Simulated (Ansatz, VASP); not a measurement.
Al3O: VASP beside Ansatz

INCAR

```
PREC = Accurate
ENCUT = 520
EDIFF = 1E-6
ISMEAR = 0
SIGMA = 0.1
LREAL = F
LASPH = T
NELM = 60
ALGO = Normal
ISIF = 2
LWAVE = F
LCHARG = F
LDIPOL = T
IDIPOL = 3
DIPOL = 0.5 0.5 0.354
NBANDS = 16
```

KPOINTS

```
Automatic mesh
0
Gamma
  9 9 1
```

The input POSCAR:

```
Al3O
1.0
    2.8168432364      0.0000000000      0.0000000000
    0.0000000000      2.8168432364      0.0000000000
    0.0000000000      0.0000000000     21.1042970937
Al O
3 1
Direct
    0.5000000000      0.5000000000      0.1895348602
    0.0000000000      0.0000000000      0.2867549192
    0.5000000000      0.5000000000      0.3840117042
    0.8333333333      0.8333333333      0.5560145899
```

Input for Ansatz:

```yaml
crystal:
  lattice:
    - [2.8168432364, 0.0, 0.0]
    - [0.0, 2.8168432364, 0.0]
    - [0.0, 0.0, 21.1042970937]
  atoms:
    - { symbol: Al, position: [0.5, 0.5, 0.1895348602] }
    - { symbol: Al, position: [0.0, 0.0, 0.2867549192] }
    - { symbol: Al, position: [0.5, 0.5, 0.3840117042] }
    - { symbol: O, position: [0.8333333333, 0.8333333333, 0.5560145899] }
basis:
  ecutwfc: 420
kpoints:
  mp_grid: { grid: [9, 9, 1] }
hamiltonian:
  xc: lda
scf:
  occupations: { method: gaussian, width: 0.1 }
output:
  forces: true
  eigenvalues: true
efield:
  axis: 3
  dipole_correction: true
  ramp_width: 0.04
```

Alike in both runs: task single point; functional LDA; k mesh 9 × 9 × 1; occupations gaussian, width 0.1 eV; no spin polarisation.

```csv
,VASP,Ansatz
version,VASP 6.6.1,Ansatz 0.2.0
potentials or method,"VASP PAW LDA potentials, release 64 (Al, O), cutoff 520 eV","scalar-relativistic, plane waves, PAW"
valence electrons in the cell,15,15
```

|  | VASP | Ansatz | Ansatz less VASP |
| --- | --- | --- | --- |
| gap on the k mesh at the Fermi level (eV) | none | none | - |
| rms of the force components (eV/Å) | 0.230 | 0.230 | -0.0002 |

LDA's correlation is that of Perdew and Zunger in VASP and of Perdew and Wang (1992) in Ansatz. Atom by atom the forces differ by 0.000 eV/Å (rms over components). A gap of «none» marks a metal or a gap that the smearing closes.
